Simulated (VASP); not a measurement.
# Cr (P6_3/mmc) in VASP: further runs, part 2 of 2

VASP 6.6.1.

## 3. Single point, BLYP, collinear spin, ferromagnetic start (volume scaled by 0.92)

INCAR

```
PREC     = Accurate       # precision mode
ENCUT    = 520            # plane-wave cutoff, eV
EDIFF    = 1E-6           # SCF threshold, eV
ISMEAR   = -1             # smearing method
SIGMA    = 0.05           # smearing width, eV
LREAL    = False          # projectors in reciprocal space
LASPH    = True           # aspherical terms in the spheres
NELM     = 150            # most SCF steps
ALGO     = Normal         # electronic algorithm
ISIF     = 2              # what is computed and relaxed
LWAVE    = False          # write WAVECAR
LCHARG   = True           # write CHGCAR
ISPIN    = 2              # spin polarisation
MAGMOM   = 1.5 1.5 1.5 1.5 # initial moments
LORBIT   = 11             # projections on sites
LMAXMIX  = 4              # l up to which the mixer works
GGA      = B5             # functional
ALDAX    = 1.0          
AGGAX    = 1.0          
AGGAC    = 1.0          
ALDAC    = 0.0          
LELF     = True           # ELF
LVHAR    = True         
NBANDS   = 36             # bands
```

KPOINTS

```
regular mesh
0
Gamma
  16 16 4
```

POSCAR

```
Cr
1.0
    2.4477828277      0.0000000000      0.0000000000
   -1.2238914139      2.1198421118      0.0000000000
    0.0000000000      0.0000000000      8.7221353719
Cr
4
Direct
    1.0000000000      1.0000000000      0.0000000000
    1.0000000000      0.0000000000      0.5000000000
    0.3333333333      0.6666666667      0.2500000000
    0.6666666667      0.3333333333      0.7500000000
```

Potentials or basis: VASP PAW PBE potentials, release 64 (Cr_pv).

Run with:

```sh
> cat potpaw_PBE.64/Cr_pv/POTCAR > POTCAR
> mpirun -np 1 vasp_std > vasp.out
```

OUTCAR:

```text
PREC = Accurate
   ENCUT = 520
   EDIFF = 1E-6
   ISMEAR = -1
   LREAL = False
   LASPH = True
   NELM = 150
   ISIF = 2
   ISPIN = 2
   LORBIT = 11
   GGA = B5

 ion  position               nearest neighbor table
   1  0.000  0.000  0.000-   3 2.60   4 2.60   4 2.60   3 2.60   4 2.60   3 2.60
   2  0.000  0.000  0.500-   3 2.60   4 2.60   4 2.60   3 2.60   4 2.60   3 2.60
   3  0.333  0.667  0.250-   1 2.60   2 2.60   1 2.60   2 2.60   1 2.60   2 2.60
   4  0.667  0.333  0.750-   1 2.60   2 2.60   1 2.60   2 2.60   1 2.60   2 2.60

  LATTYP: Found a hexagonal cell.
 ALAT       =     2.4477828277
 C/A-ratio  =     3.5632799091

  Lattice vectors:

 A1 = (   2.4477828277,   0.0000000000,   0.0000000000)
 A2 = (  -1.2238914139,   2.1198421118,   0.0000000000)
 A3 = (   0.0000000000,   0.0000000000,   8.7221353719)

Analysis of symmetry for initial positions (statically):
=====================================================================
 Subroutine PRICEL returns:
 Original cell was already a primitive cell.
[... 1146 lines left out ...]
      6     -30.6402      1.00000
[... 925 lines left out ...]
     35      15.9271      0.00000
     36      18.7666      0.00000

 [... further k-points ...]
[... 5 lines left out ...]
  --------------------------------------------------------------------------------------
  -------------------------------------------------------------------------------------
  Total        6.2684909      6.2684909      5.5256070     -0.0000000      0.0000000     -0.0000000
  in kB      221.9087146    221.9087147    195.6101357     -0.0000000      0.0000000     -0.0000000
  external PRESSURE =     213.1425217 kB  Pullay stress =       0.0000000 kB

 VOLUME and BASIS-vectors are now :
 -----------------------------------------------------------------------------
  energy-cutoff  :      520.00
  volume of cell :       45.26
      direct lattice vectors                 reciprocal lattice vectors
     2.447782828  0.000000000  0.000000000     0.408532975  0.235866623  0.000000000
    -1.223891414  2.119842112  0.000000000     0.000000000  0.471733246  0.000000000
     0.000000000  0.000000000  8.722135372     0.000000000  0.000000000  0.114650823

 POSITION                                       TOTAL-FORCE (eV/Angst)
 -----------------------------------------------------------------------------------
      0.00000      0.00000      0.00000        -0.000000      0.000000      0.000000
      0.00000      0.00000      4.36107        -0.000000      0.000000      0.000000
     -0.00000      1.41323      2.18053         0.000000     -0.000000     -0.000000
      1.22389      0.70661      6.54160        -0.000000      0.000000      0.000000
 -----------------------------------------------------------------------------------
    total drift:                                0.000000     -0.000000      0.000000

  FREE ENERGIE OF THE ION-ELECTRON SYSTEM (eV)
  ---------------------------------------------------
  free  energy   TOTEN  =       -31.6227743833 eV

  energy  without entropy=      -31.5737351958  energy(sigma->0) =      -31.59825479

 total charge

# of ion       s       p       d       tot
------------------------------------------
    1        0.424   6.389   4.334  11.147
    2        0.424   6.389   4.334  11.147
    3        0.425   6.391   4.327  11.143
    4        0.425   6.391   4.327  11.143
--------------------------------------------------
tot          1.698  25.559  17.322  44.579

 magnetization (x)

# of ion       s       p       d       tot
------------------------------------------
    1       -0.000   0.000  -0.000  -0.000
    2       -0.000   0.000  -0.000  -0.000
    3       -0.000   0.000   0.000   0.000
    4       -0.000   0.000   0.000   0.000
--------------------------------------------------
tot         -0.000   0.000   0.000   0.000
```

It took 2.5 min on 1 thread of Intel Xeon 6975P-C (Granite Rapids), shared host; peak memory 0.31 GiB.

Results:

- Free energy: -31.6228 eV
- Pressure: 21.3 GPa
- Band gap on the k mesh: zero (filled and empty bands overlap)
- Net moment: 0.00 μB per cell
- Valence electrons inside the program's atomic spheres: Cr 11.15, 11.14

Levels at points of the mesh, in eV from the Fermi level:
Spin up:
```csv
k point,band 22,band 23,band 24,band 25,band 26,band 27
"(0.00, 0.00, 0.00)",-0.42,-0.42,-0.26,-0.26,-0.15,-0.15
"(0.50, 0.00, 0.00)",-0.34,-0.21,0.96,0.96,2.16,2.37
"(0.00, 0.00, 0.50)",-0.44,-0.44,-0.44,-0.24,-0.24,-0.24
"(0.50, 0.00, 0.50)",0.11,0.27,0.27,0.73,0.73,1.96
```
Spin down:
```tsv
k point	band 20	band 21	band 22	band 23	band 24	band 25	band 26	band 27	band 28	band 29
(0.00, 0.00, 0.00)	-0.51	-0.51	-0.42	-0.42	-0.26	-0.26	-0.15	-0.15	0.13	1.22
(0.50, 0.00, 0.00)	-1.60	-0.68	-0.34	-0.21	0.96	0.96	2.16	2.37	2.43	2.68
(0.00, 0.00, 0.50)	-0.92	-0.44	-0.44	-0.44	-0.44	-0.24	-0.24	-0.24	-0.24	1.40
(0.50, 0.00, 0.50)	-1.73	0.11	0.11	0.27	0.27	0.73	0.73	1.96	1.96	2.97
```

Caveat: the starting moments collapsed, and a magnetic state may lie lower; the PAW data sets were made with another functional, which shifts forces and pressure a little.

## 4. Single point, BLYP, collinear spin, ferromagnetic start (volume scaled by 0.96)

INCAR

```
PREC = Accurate
ENCUT = 520
EDIFF = 1E-7
ISMEAR = -1
SIGMA = 0.05
LREAL = False
LASPH = True
NELM = 150
ALGO = Normal
ISIF = 2
LWAVE = False
LCHARG = False
ISPIN = 2
MAGMOM = 1.5 1.5 1.5 1.5
LORBIT = 11
LMAXMIX = 4
GGA = B5
ALDAX = 1.0
AGGAX = 1.0
AGGAC = 1.0
ALDAC = 0.0
NBANDS = 36
```

KPOINTS is that of step 3.

POSCAR

```
Cr
1.0
    2.4827558789      0.0000000000      0.0000000000
   -1.2413779394      2.1501296625      0.0000000000
    0.0000000000      0.0000000000      8.8467541424
Cr
4
Direct
    1.0000000000      1.0000000000      0.0000000000
    1.0000000000      0.0000000000      0.5000000000
    0.3333333333      0.6666666667      0.2500000000
    0.6666666667      0.3333333333      0.7500000000
```

Potentials or basis: VASP PAW PBE potentials, release 64 (Cr_pv).

Run with:

```sh
> cat potpaw_PBE.64/Cr_pv/POTCAR > POTCAR
> mpirun -np 1 vasp_std > vasp.out
```

OUTCAR:

```text
PREC = Accurate
   ENCUT = 520
   EDIFF = 1E-7
   ISMEAR = -1
   LREAL = False
   LASPH = True
   NELM = 150
   ISIF = 2
   ISPIN = 2
   LORBIT = 11
   GGA = B5

 ion  position               nearest neighbor table
   1  0.000  0.000  0.000-   3 2.64   4 2.64   3 2.64   4 2.64   4 2.64   3 2.64
   2  0.000  0.000  0.500-   3 2.64   4 2.64   3 2.64   4 2.64   4 2.64   3 2.64
   3  0.333  0.667  0.250-   1 2.64   2 2.64   1 2.64   2 2.64   1 2.64   2 2.64
   4  0.667  0.333  0.750-   1 2.64   2 2.64   1 2.64   2 2.64   1 2.64   2 2.64

  LATTYP: Found a hexagonal cell.
 ALAT       =     2.4827558789
 C/A-ratio  =     3.5632799091
[... 2103 lines left out ...]
     2.482755879  0.000000000  0.000000000     0.402778223  0.232544115  0.000000000
    -1.241377939  2.150129662  0.000000000     0.000000000  0.465088230  0.000000000
     0.000000000  0.000000000  8.846754142     0.000000000  0.000000000  0.113035808

 POSITION                                       TOTAL-FORCE (eV/Angst)
 -----------------------------------------------------------------------------------
      0.00000      0.00000      0.00000         0.000000      0.000000     -0.000000
      0.00000      0.00000      4.42338         0.000000      0.000000     -0.000000
     -0.00000      1.43342      2.21169        -0.000000      0.000000      0.000000
      1.24138      0.71671      6.63507         0.000000     -0.000000     -0.000000
 -----------------------------------------------------------------------------------
    total drift:                                0.000000     -0.000000      0.000000

  FREE ENERGIE OF THE ION-ELECTRON SYSTEM (eV)
  ---------------------------------------------------
  free  energy   TOTEN  =       -31.8097645368 eV

  energy  without entropy=      -31.7577978883  energy(sigma->0) =      -31.78378121

 total charge

# of ion       s       p       d       tot
------------------------------------------
    1        0.410   6.365   4.281  11.056
    2        0.410   6.365   4.281  11.056
    3        0.411   6.367   4.275  11.053
    4        0.411   6.367   4.275  11.053
--------------------------------------------------
tot          1.643  25.463  17.113  44.218

 magnetization (x)

# of ion       s       p       d       tot
------------------------------------------
    1       -0.000   0.000   0.000   0.000
    2       -0.000   0.000   0.000   0.000
    3       -0.000  -0.000   0.000  -0.000
    4       -0.000  -0.000   0.000  -0.000
--------------------------------------------------
tot         -0.000   0.000   0.000  -0.000
```

OSZICAR:

```text
N       E                     dE             d eps       ncg     rms          rms(c)
DAV:   1     0.608140353182E+03    0.60814E+03   -0.26501E+04 12968   0.167E+03
DAV:   2    -0.509691755806E+01   -0.61324E+03   -0.58978E+03 13052   0.509E+02
DAV:   3    -0.352880186240E+02   -0.30191E+02   -0.28471E+02 13632   0.132E+02
[... 11 lines left out ...]
DAV:  15    -0.318097597139E+02   -0.31231E-05   -0.84589E-06 17012   0.260E-02    0.865E-03
DAV:  16    -0.318097623471E+02   -0.26333E-05   -0.13088E-06 14900   0.949E-03    0.374E-03
DAV:  17    -0.318097638936E+02   -0.15465E-05   -0.13603E-07  8204   0.317E-03    0.143E-03
DAV:  18    -0.318097645133E+02   -0.61970E-06   -0.35878E-08  7404   0.161E-03    0.446E-04
DAV:  19    -0.318097645368E+02   -0.23541E-07   -0.88976E-09  7312   0.678E-04
   1 F= -.31809765E+02 E0= -.31783781E+02  d E =-.519666E-01  mag=     0.0000
```

stdout:

```text
POSCAR found type information on POSCAR Cr
 POSCAR found :  1 types and       4 ions
 scaLAPACK will be used
 -----------------------------------------------------------------------------
|                                                                             |
|                                                                             |
|     You enforced a specific xc type in the INCAR file but a different       |
|     I HOPE YOU KNOW WHAT YOU ARE DOING!                                     |
|                                                                             |
 -----------------------------------------------------------------------------

 LDA part: xc-table for (Slater(with rela. corr.)+VWN5), standard interpolation
 POSCAR, INCAR and KPOINTS ok, starting setup
 FFT: planning ... GRIDC
 FFT: planning ... GRID_SOFT
 FFT: planning ... GRID
 WAVECAR not read
 entering main loop
```

Wall time 8.2 min (1 thread of AMD EPYC 7R13, shared host); peak memory 0.28 GiB.

Results:

```yaml
Free_energy: -31.8098 eV
Pressure: 9.4 GPa
Band_gap_on_the_k_mesh: zero (filled and empty bands overlap)
Net_moment: 0.00 μB per cell
Valence_electrons_inside_the_program's_atomic_spheres: Cr 11.06, 11.05
```

Stress tensor (GPa, compression positive):
```
9.78 0.00 0.00
0.00 9.78 0.00
0.00 0.00 8.69
```

Caveat: the starting moments collapsed, and a magnetic state may lie lower; the PAW data sets were made with another functional, which shifts forces and pressure a little.

## 5. Single point, BLYP, collinear spin, antiferromagnetic start (volume scaled by 1.08)

INCAR

```
  AGGAC = 1.0
  AGGAX = 1.0
  ALDAC = 0.0
  ALDAX = 1.0
  ALGO = Normal
  EDIFF = 1E-6
  ENCUT = 500
  GGA = B5
  GGA_COMPAT = False
  ISIF = 2
  ISMEAR = -1
  ISPIN = 2
  LASPH = True
  LCHARG = True
  LELF = True
  LMAXMIX = 4
  LORBIT = 11
  LREAL = False
  LVHAR = True
  LWAVE = False
  MAGMOM = 1.5 1.5 -1.5 -1.5
  NBANDS = 36
  NELM = 200
  PREC = Accurate
  SIGMA = 0.05
```

KPOINTS

```
k-points
0
Gamma
  16 16 4
```

POSCAR

```
Cr
1.0
    2.5821700292      0.0000000000      0.0000000000
   -1.2910850146      2.2362248421      0.0000000000
    0.0000000000      0.0000000000      9.2009948774
Cr
4
Direct
    1.0000000000      1.0000000000      1.0000000000
    1.0000000000      1.0000000000      0.5000000000
    0.3333333333      0.6666666667      0.2500000000
    0.6666666667      0.3333333333      0.7500000000
```

Run with:

```sh
> cat potpaw_PBE.64/Cr_pv/POTCAR > POTCAR
> mpirun -np 1 vasp_std > vasp.out
```

Wall time 8.3 min (1 thread of Intel Xeon Platinum 8375C at 2.90GHz (Ice Lake), shared host); peak memory 0.33 GiB.

Results (log left out):

```
Free energy                                           : -31.6797 eV
Pressure                                              : -14.2 GPa
Band gap on the k mesh                                : zero (filled and empty bands overlap)
Net moment                                            : 0.00 μB per cell
Valence electrons inside the program's atomic spheres : Cr 10.84
```

Stress tensor (GPa, compression positive):
```
-14.96   0.00   0.00
  0.00 -14.96   0.00
  0.00   0.00 -12.81
```

Levels at points of the mesh, in eV from the Fermi level:
Spin up:
| k point | band 21 | band 22 | band 23 | band 24 | band 25 | band 26 | band 27 | band 28 |
| --- | --- | --- | --- | --- | --- | --- | --- | --- |
| (0.00, 0.00, 0.00) | -0.37 | -0.31 | -0.31 | -0.18 | -0.18 | -0.10 | -0.10 | -0.01 |
| (0.50, 0.00, 0.00) | -0.64 | -0.32 | -0.13 | 0.80 | 0.80 | 1.71 | 1.89 | 1.94 |
| (0.00, 0.00, 0.50) | -0.32 | -0.32 | -0.32 | -0.32 | -0.17 | -0.17 | -0.17 | -0.17 |
| (0.50, 0.00, 0.50) | 0.13 | 0.13 | 0.14 | 0.14 | 0.54 | 0.54 | 1.58 | 1.58 |
Spin down:
```tsv
k point	band 20	band 21	band 22	band 23	band 24	band 25	band 26	band 27	band 28	band 29
(0.00, 0.00, 0.00)	-0.37	-0.37	-0.31	-0.31	-0.18	-0.18	-0.10	-0.10	-0.01	0.99
(0.50, 0.00, 0.00)	-1.26	-0.64	-0.32	-0.13	0.80	0.80	1.71	1.89	1.94	2.12
(0.00, 0.00, 0.50)	-0.88	-0.32	-0.32	-0.32	-0.32	-0.17	-0.17	-0.17	-0.17	1.13
(0.50, 0.00, 0.50)	-1.37	0.13	0.13	0.14	0.14	0.54	0.54	1.58	1.58	2.39
```

Caveat: the starting moments collapsed, and a magnetic state may lie lower; the PAW data sets were made with another functional, which shifts forces and pressure a little.
